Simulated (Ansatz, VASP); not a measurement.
## Two plane-wave programs on BaF2

The input POSCAR:

```
BaF2
1.0
    0.0000000000      3.0015042098      3.0015042098
    3.0015042098      0.0000000000      3.0015042098
    3.0015042098      3.0015042098      0.0000000000
Ba F
1 2
Direct
    0.0000000000      0.0000000000      0.0000000000
    0.2500000000      0.2500000000      0.2500000000
    0.7500000000      0.7500000000      0.7500000000
```

The input INCAR.step1:

```
PREC     = Accurate       # precision mode
ENCUT    = 1490           # plane-wave cutoff, eV
ISMEAR   = 0              # smearing method
SIGMA    = 0.02           # smearing width, eV
LREAL    = F              # projectors in reciprocal space
LASPH    = T              # aspherical terms in the spheres
NELM     = 120            # most SCF steps
NBANDS   = 19             # bands
GGA      = PE             # functional
ALGO     = Normal         # electronic algorithm
EDIFF    = 1E-5           # SCF threshold, eV
LWAVE    = T              # write WAVECAR
LCHARG   = F              # write CHGCAR
GGA_COMPAT= F
```

Contents of INCAR.step2:

```
PREC     = Accurate       # precision mode
ENCUT    = 1490           # plane-wave cutoff, eV
EDIFF    = 1E-6           # SCF threshold, eV
ISMEAR   = 0              # smearing method
SIGMA    = 0.02           # smearing width, eV
LREAL    = F              # projectors in reciprocal space
LASPH    = T              # aspherical terms in the spheres
NELM     = 120            # most SCF steps
ALGO     = Normal         # electronic algorithm
ISIF     = 2              # what is computed and relaxed
LWAVE    = F              # write WAVECAR
LCHARG   = T              # write CHGCAR
METAGGA  = R2SCAN         # meta-GGA
LMIXTAU  = T            
LELF     = T              # ELF
LVHAR    = T            
NBANDS   = 19             # bands
ISTART   = 1            
GGA_COMPAT= F
```

File KPOINTS:

```
regular mesh
0
Gamma
  6 6 6
```

Input for Ansatz:

```yaml
crystal:
  lattice:
    - [0.0, 3.0015042098, 3.0015042098]
    - [3.0015042098, 0.0, 3.0015042098]
    - [3.0015042098, 3.0015042098, 0.0]
  atoms:
    - { symbol: Ba, position: [0.0, 0.0, 0.0] }
    - { symbol: F, position: [0.25, 0.25, 0.25] }
    - { symbol: F, position: [0.75, 0.75, 0.75] }
basis:
  ecutwfc: 500
kpoints:
  mp_grid: { grid: [6, 6, 6] }
hamiltonian:
  xc: r2scan
scf:
  occupations: { method: gaussian, width: 0.02 }
output:
  forces: true
  stress: true
  eigenvalues: true
```

Alike in both runs: task single point; functional r2SCAN; k mesh 6 × 6 × 6; occupations gaussian, width 0.02 eV; no spin polarisation.

|  | VASP | Ansatz |
| --- | --- | --- |
| version | VASP 6.6.1 | Ansatz 0.2.0 |
| potentials or method | VASP PAW PBE potentials, release 64 (Ba_sv, F_h), cutoff 1490 eV | scalar-relativistic, plane waves, PAW |
| valence electrons in the cell | 24 | 24 |

|  | VASP | Ansatz | Ansatz less VASP |
| --- | --- | --- | --- |
| gap on the k mesh at the Fermi level (eV) | 7.77 | 7.85 | +0.080 |
| least direct gap on the mesh (eV) | 7.88 | 7.99 | +0.103 |
| pressure (GPa) | 8.8 | 7.2 | -1.57 |

VASP's potentials were made for PBE, not for r2SCAN. The functional is the same, so the differences come from potentials, cutoffs and numerics.

Spin-orbit coupling is off throughout.
